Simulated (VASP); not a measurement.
# TiW2 (P-3m1) in VASP: single point with PBE

Aim: the single point of TiW2 with PBE.

Program: VASP 6.6.1. These are calculated values, not measurements. Logs are shortened: lines on timing, memory, paths and dates and some standing lists are left out, and cuts for length are marked.

## Step 1: The cell of the first run

Symmetry: P-3m1, No. 164, trigonal system. Conventional cell: a = 2.996 Å, b = 2.996 Å, c = 6.411 Å, α = 90.00°, β = 90.00°, γ = 120.00°. Within 3.7 Å of Ti (site symmetry -3m) lie 6 W at 2.79 Å and 6 Ti at 3.00 Å. Within 3.5 Å of W (site symmetry 3m) lie 9 W at 2.68 to 3.00 Å and 3 Ti at 2.79 Å.

## Step 2: Single point, PBE

Contents of INCAR:

```
  PREC = Accurate
  ENCUT = 520
  EDIFF = 1E-6
  ISMEAR = 0
  SIGMA = 0.1
  LREAL = F
  LASPH = T
  NELM = 80
  ALGO = Fast
  ISIF = 2
  LWAVE = F
  LCHARG = F
  GGA = PE
  NBANDS = 27
```

Contents of KPOINTS:

```
Automatic mesh
0
Gamma
  18 18 8
```

Contents of POSCAR:

```
TiW2
1.0
    2.9958482286      0.0000000000      0.0000000000
   -1.4979241143      2.5944806719      0.0000000000
    0.0000000000      0.0000000000      6.4108914275
Ti W
1 2
Direct
    0.0000000000      0.0000000000      0.5000000000
    0.3333333333      0.6666666667      0.1594254176
    0.6666666667      0.3333333333      0.8405745824
```

Potentials or basis: VASP PAW PBE potentials, release 64 (Ti_sv, W_sv).

Command:

```console
cat potpaw_PBE.64/Ti_sv/POTCAR potpaw_PBE.64/W_sv/POTCAR > POTCAR
mpirun -np 1 vasp_std > vasp.out
```

OUTCAR:

```text
PREC = Accurate
   ENCUT = 520
   EDIFF = 1E-6
   ISMEAR = 0
   LREAL = F
   LASPH = T
   NELM = 80
   ISIF = 2
   GGA = PE

 ion  position               nearest neighbor table
   1  0.000  0.000  0.500-   2 2.79   3 2.79   3 2.79   2 2.79   3 2.79   2 2.79
   2  0.333  0.667  0.159-   3 2.68   3 2.68   3 2.68   1 2.79   1 2.79   1 2.79
   3  0.667  0.333  0.841-   2 2.68   2 2.68   2 2.68   1 2.79   1 2.79   1 2.79

  LATTYP: Found a hexagonal cell.
 ALAT       =     2.9958482286
 C/A-ratio  =     2.1399253027

  Lattice vectors:

 A1 = (   2.9958482286,   0.0000000000,   0.0000000000)
 A2 = (  -1.4979241143,   2.5944806719,   0.0000000000)
 A3 = (   0.0000000000,   0.0000000000,   6.4108914275)

Analysis of symmetry for initial positions (statically):
=====================================================================
 Subroutine PRICEL returns:
 Original cell was already a primitive cell.

 Routine SETGRP: Setting up the symmetry group for a
 hexagonal supercell.

 Subroutine GETGRP returns: Found 12 space group operations
 (whereof 12 operations were pure point group operations)
 out of a pool of 24 trial point group operations.

The static configuration has the point symmetry D_3d.

Analysis of symmetry for dynamics (positions and initial velocities):
=====================================================================
 Subroutine PRICEL returns:
 Original cell was already a primitive cell.

 Routine SETGRP: Setting up the symmetry group for a
 hexagonal supercell.

 Subroutine GETGRP returns: Found 12 space group operations
 (whereof 12 operations were pure point group operations)
 out of a pool of 24 trial point group operations.

The dynamic configuration has the point symmetry D_3d.

 Subroutine INISYM returns: Found 12 space group operations
 (whereof 12 operations are pure point group operations),
 and found     1 'primitive' translations

----------------------------------------------------------------------------------------

                                     Primitive cell

  volume of cell :      49.8297

  direct lattice vectors                    reciprocal lattice vectors
     2.995848229  0.000000000  0.000000000     0.333795281  0.192716795  0.000000000
    -1.497924114  2.594480672  0.000000000     0.000000000  0.385433590  0.000000000
     0.000000000  0.000000000  6.410891428     0.000000000  0.000000000  0.155984548

  length of vectors
     2.995848229  2.995848229  6.410891428     0.385433590  0.385433590  0.155984548

  position of ions in fractional coordinates (direct lattice)
     0.000000000  0.000000000  0.500000000
     0.333333333  0.666666667  0.159425418
     0.666666667  0.333333333  0.840574582

  ion indices of the primitive-cell ions
   primitive index   ion index
                 1           1
                 2           2
                 3           3

----------------------------------------------------------------------------------------

 KPOINTS: Automatic mesh

Automatic generation of k-mesh.
 Grid dimensions read from file:
 generate k-points for:   18   18    8

 Generating k-lattice:

  Cartesian coordinates                     Fractional coordinates (reciprocal lattice)
     0.018544182  0.010706489  0.000000000     0.055555556  0.000000000  0.000000000
     0.000000000  0.021412977  0.000000000     0.000000000  0.055555556  0.000000000
     0.000000000  0.000000000  0.019498068     0.000000000  0.000000000  0.125000000

  Length of vectors
     0.021412977  0.021412977  0.019498068

  Shift w.r.t. Gamma in fractional coordinates (k-lattice)
     0.000000000  0.000000000  0.000000000

 Subroutine IBZKPT returns following result:
 ===========================================

 Found    266 irreducible k-points:

 Following reciprocal coordinates:
            Coordinates               Weight
  0.000000  0.000000  0.000000      1.000000
  0.055556 -0.000000  0.000000      6.000000
  0.111111 -0.000000  0.000000      6.000000
  0.166667 -0.000000  0.000000      6.000000
  0.222222  0.000000  0.000000      6.000000
  0.277778  0.000000  0.000000      6.000000
[... 16 lines left out ...]
  0.333333  0.111111  0.000000     12.000000
  0.388889  0.111111  0.000000     12.000000
 [... further k-points ...]
   k-points           NKPTS =    266   k-points in BZ     NKDIM =    266   number of bands    NBANDS=     27
   number of dos      NEDOS =    301   number of ions     NIONS =      3
   total plane-waves  NPLWV =  27648
   dimension x,y,z NGX =    24 NGY =   24 NGZ =   48
   dimension x,y,z NGXF=    48 NGYF=   48 NGZF=   96
   ions per type =               1   2
   NGX,Y,Z   is equivalent  to a cutoff of  13.32, 13.32, 12.45 a.u.
   NGXF,Y,Z  is equivalent  to a cutoff of  26.64, 26.64, 24.89 a.u.
 SYSTEM =  unknown system
   PREC   = accura    normal or accurate (medium, high low for compatibility)
   ISTART =      0    job   : 0-new  1-cont  2-samecut
   ICHARG =      2    charge: 1-file 2-atom 10-const
   ISPIN  =      1    spin polarized calculation?
   LNONCOLLINEAR =      F non collinear calculations
   LSORBIT =      F    spin-orbit coupling
   LASPH  =      T    aspherical Exc in radial PAW
   ENCUT  =  520.0 eV  38.22 Ry    6.18 a.u.   5.57  5.57 11.92*2*pi/ulx,y,z
   NELM   =     80;   NELMIN=  2; NELMDL= -5     # of ELM steps
   EDIFF  = 0.1E-05   stopping-criterion for ELM
   LREAL  =      F    real-space projection
   EDIFFG = 0.1E-04   stopping-criterion for IOM
   NSW    =      0    number of steps for IOM
   IBRION =     -1    ionic relax: 0-MD 1-quasi-New 2-CG
   NFREE  =      0    steps in history (QN), initial steepest desc. (CG)
   ISIF   =      2    stress and relaxation
   ISYM   =      2    0-nonsym 1-usesym 2-fastsym
   POTIM  = 0.5000    time-step for ionic-motion
   TEBEG  =    0.0;   TEEND  =   0.0 temperature during run
   PSTRESS=    0.0 pullay stress
   NELECT =      40.0000    total number of electrons
   NUPDOWN=      -1.0000    fix difference up-down
   EMIN   =  10.00;   EMAX   =-10.00  energy-range for DOS
   EFERMI =   0.00;   METHOD = LEGACY
   ISMEAR =     0;   SIGMA  =   0.10  broadening in eV -4-tet -1-fermi 0-gaus
   EFERMI_NEDOS =   21; number of points for ismear=-14 and -15
   IALGO  =     68    algorithm
   IMIX   =      4    mixing-type and parameters
     AMIX     =   0.40;   BMIX     =  1.00
     AMIX_MAG =   1.60;   BMIX_MAG =  1.00
  volume/ion in A,a.u.               =      16.61       112.09
  Fermi-wavevector in a.u.,A,eV,Ry     =   1.521477  2.875174 31.496004  2.314891
  Thomas-Fermi vector in A             =   2.630186
   LORBIT       =      0    0 simple, 1 ext, 2 COOP (PROOUT), +10 PAW based schemes
   GGA     = PE    functional components
   LHFCALC =     F    Hartree Fock is set to
   AEXX    =    0.0000 exact exchange contribution
   IVDW    =     0    specifies the selected vdW correction
   LEPSILON=     F    determine dielectric tensor
   LRPA    =     F    only Hartree local field effects (RPA)
 non-spin polarized calculation
 RMM-DIIS sequential band-by-band and
 Gauss-broadening in eV      SIGMA  =   0.10
  energy-cutoff  :      520.00
  volume of cell :       49.83
 maximum number of plane-waves:      1368
 NGX is ok and might be reduce to    24
   NGX = 11   NGY = 11   NGZ = 23

 number of electron      39.9999998 magnetization

 Free energy of the ion-electron system (eV)
  ---------------------------------------------------
  ext. energy  EPLUGINS =         0.00000000
  ---------------------------------------------------
  free energy    TOTEN  =       -32.81592436 eV

  energy without entropy =      -32.79921981  energy(sigma->0) =      -32.80757209

 E-fermi :   9.6569     XC(G=0): -12.7943

 val. band max:        9.6556486023   @ k =   0.3333   0.3333   0.1250
 cond. band min:       9.6614944868   @ k =   0.5000   0.0000   0.2500
 fundamental gap:      0.0058458845
 Fermi energy:         9.6568808464

 k-point     1 :       0.0000    0.0000    0.0000
  band No.  band energies     occupation
      1     -63.8135      2.00000
      2     -63.6958      2.00000
      3     -46.7634      2.00000
      4     -28.4224      2.00000
      5     -27.8248      2.00000
      6     -27.8248      2.00000
[... 19 lines left out ...]
     26      12.6728      0.00000
     27      13.4471      0.00000

 k-point     2 :       0.0556   -0.0000    0.0000
  band No.  band energies     occupation
      1     -63.8116      2.00000
      2     -63.6955      2.00000
      3     -46.7617      2.00000
      4     -28.4184      2.00000
      5     -27.8533      2.00000
      6     -27.8311      2.00000
[... 19 lines left out ...]
     26      12.6030      0.00000
     27      12.6397      0.00000

 k-point     3 :       0.1111   -0.0000    0.0000
  band No.  band energies     occupation
      1     -63.8060      2.00000
      2     -63.6946      2.00000
      3     -46.7567      2.00000
      4     -28.4075      2.00000
      5     -27.9254      2.00000
      6     -27.8489      2.00000
[... 19 lines left out ...]
     26      12.4285      0.00000
     27      12.6634      0.00000

 k-point     4 :       0.1667   -0.0000    0.0000
  band No.  band energies     occupation
      1     -63.7972      2.00000
      2     -63.6934      2.00000
      3     -46.7490      2.00000
      4     -28.3933      2.00000
      5     -28.0215      2.00000
      6     -27.8754      2.00000
[... 19 lines left out ...]
     26      12.3188      0.00000
     27      12.7158      0.00000
[... 516 lines left out ...]
      4     -28.3981      2.00000
      5     -28.3118      2.00000
      6     -28.0352      2.00000
[... 19 lines left out ...]
     26      12.6657      0.00000
     27      13.8076      0.00000

 k-point    23 :       0.3333    0.1111    0.0000
  band No.  band energies     occupation
      1     -63.7455      2.00000
      2     -63.6952      2.00000
      3     -46.7103      2.00000
      4     -28.4269      2.00000
      5     -28.3690      2.00000
      6     -28.0540      2.00000
[... 19 lines left out ...]
     26      13.2965      0.00000
     27      14.2677      0.00000

 k-point    24 :       0.3889    0.1111    0.0000
  band No.  band energies     occupation
      1     -63.7368      2.00000
      2     -63.6978      2.00000
      3     -46.7056      2.00000
      4     -28.4558      2.00000
      5     -28.3996      2.00000
      6     -28.0658      2.00000
[... 19 lines left out ...]
     26      13.7481      0.00000
     27      14.2970      0.00000

 [... further k-points ...]

------------------------ aborting loop because EDIFF is reached ----------------------------------------

  FORCE on cell =-STRESS in cart. coord.  units (eV):
  Direction    XX          YY          ZZ          XY          YZ          ZX
  --------------------------------------------------------------------------------------
  -------------------------------------------------------------------------------------
  Total        0.0656051      0.0656051      0.0867715      0.0000000      0.0000000      0.0000000
  in kB        2.1094029      2.1094029      2.7899672      0.0000000      0.0000000      0.0000000
  external PRESSURE =       2.3362577 kB  Pullay stress =       0.0000000 kB

 VOLUME and BASIS-vectors are now :
 -----------------------------------------------------------------------------
  energy-cutoff  :      520.00
  volume of cell :       49.83
      direct lattice vectors                 reciprocal lattice vectors
     2.995848229  0.000000000  0.000000000     0.333795281  0.192716795  0.000000000
    -1.497924114  2.594480672  0.000000000     0.000000000  0.385433590  0.000000000
     0.000000000  0.000000000  6.410891428     0.000000000  0.000000000  0.155984548

 POSITION                                       TOTAL-FORCE (eV/Angst)
 -----------------------------------------------------------------------------------
      0.00000      0.00000      3.20545        -0.000000      0.000000      0.000000
     -0.00000      1.72965      1.02206         0.000000     -0.000000      0.042621
      1.49792      0.86483      5.38883        -0.000000      0.000000     -0.042621
 -----------------------------------------------------------------------------------
    total drift:                               -0.000000      0.000000     -0.000000

  FREE ENERGIE OF THE ION-ELECTRON SYSTEM (eV)
  ---------------------------------------------------
  free  energy   TOTEN  =       -32.8159243591 eV

  energy  without entropy=      -32.7992198115  energy(sigma->0) =      -32.80757209
```

Run time: 12 min. Hardware: 1 thread of Intel Xeon Platinum 8375C at 2.90GHz (Ice Lake), shared host; peak memory 0.42 GiB.

Results:

- Free energy: -32.8159 eV
- Pressure: 0.2 GPa
- Largest force: 0.043 eV/Å
- Band gap on the k mesh: zero (bands 20 and 21 overlap by 0.88 eV)

Forces in eV/Å, atoms in the order of the input:
```
Ti   0.000  0.000  0.000
W    0.000  0.000  0.043
W    0.000  0.000 -0.043
```

Caveat: spin-orbit coupling is left out, which moves the levels of the heavy elements.
